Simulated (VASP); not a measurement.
Set up this calculation in VASP 6.6.1, as the native input.

```yaml
Task: electric field gradients
Functional: PBEsol
Potentials_or_basis: VASP PAW PBE potentials, release 64 (Ti_sv)
Cutoff: 520 eV
k_mesh: 14 × 14 × 14
Occupations: fermi-dirac, width 0.05 eV
Spin: no spin polarisation
Dipole_correction: no
Further_INCAR_settings: ALGO = Normal; EDIFF = 1e-08; NBANDS = 12
```

The structure of Ti lies in POSCAR:

```
Ti
1.0
   -1.6518678664      1.6518678664      1.6518678664
    1.6518678664     -1.6518678664      1.6518678664
    1.6518678664      1.6518678664     -1.6518678664
Ti
1
Direct
    0.0000000000      0.0000000000      0.0000000000
```

This cell differs from its parent crystal: volume scaled by 1.02.

One way to write it, as run:

INCAR

```
PREC = Accurate
ENCUT = 520
EDIFF = 1E-8
ISMEAR = -1
SIGMA = 0.05
LREAL = False
LASPH = True
NELM = 100
ALGO = Normal
ISIF = 2
LWAVE = False
LCHARG = False
GGA = PS
LEFG = True
NBANDS = 12
```

KPOINTS

```
regular mesh
0
Gamma
  14 14 14
```

Potentials or basis: VASP PAW PBE potentials, release 64 (Ti_sv).

Run with:

```sh
$ cat potpaw_PBE.64/Ti_sv/POTCAR > POTCAR
$ mpirun -np 1 vasp_std > vasp.out
```

It gave:

```yaml
Pressure: -8.5 GPa
Band_gap_on_the_k_mesh: zero (band 6 reaches 8.52 eV, above the bottom of band 7 at 6.93 eV)
```

Caveat: without QUAD_EFG the Cq values of the log hold for a quadrupole moment of 1 mb, not for the nuclei; the PAW data sets were made with another functional, which shifts forces and pressure a little.

It took 8.4 s on 1 thread of Intel(R) Xeon(R) 6975P-C (Granite Rapids), with other jobs on the host, peak memory 0.15 GiB.
